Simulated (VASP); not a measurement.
Hf3Cu: single point with PBE

Crystal: Hf3Cu.

```xyz
4
Lattice="4.2917 0.0000 0.0000 0.0000 4.2917 0.0000 0.0000 0.0000 4.2917" Properties=species:S:1:pos:R:3 pbc="T T T"
Hf    0.0000    2.1459    2.1459
Hf    2.1459    0.0000    2.1459
Hf    2.1459    2.1459    0.0000
Cu    0.0000    0.0000    0.0000
```

```yaml
Program: VASP 6.6.1
Task: single point
Functional: PBE
Potentials_or_basis: VASP PAW PBE potentials, release 64 (Hf_pv, Cu)
Cutoff: 520 eV
k_mesh: 4 × 4 × 4
Occupations: gaussian, width 0.1 eV
Spin: no spin polarisation
Dipole_correction: no
Further_INCAR_settings: ALGO = Fast; EDIFF = 1e-07; NBANDS = 28
```

```yaml
Pressure: -0.6 GPa
```

Levels at points of the mesh, in eV from the Fermi level:
```tsv
k point	band 19	band 20	band 21	band 22	band 23	band 24
(0.00, 0.00, 0.00)	-0.82	-0.54	-0.54	2.42	2.42	2.42
(0.50, 0.00, 0.00)	-0.68	-0.68	0.88	1.22	1.22	1.77
(0.50, 0.50, 0.00)	-0.91	-0.18	-0.05	-0.05	1.51	1.51
(0.50, 0.50, 0.50)	0.36	0.36	0.36	1.24	1.35	1.35
```

Wall time 28 s on 1 thread of Intel(R) Xeon(R) Platinum 8488C (Sapphire Rapids), on a shared host, peak memory 0.17 GiB.

Caveat: the k points lie up to 0.37 Å⁻¹ apart; spin-orbit coupling is left out, which moves the levels of the heavy elements.
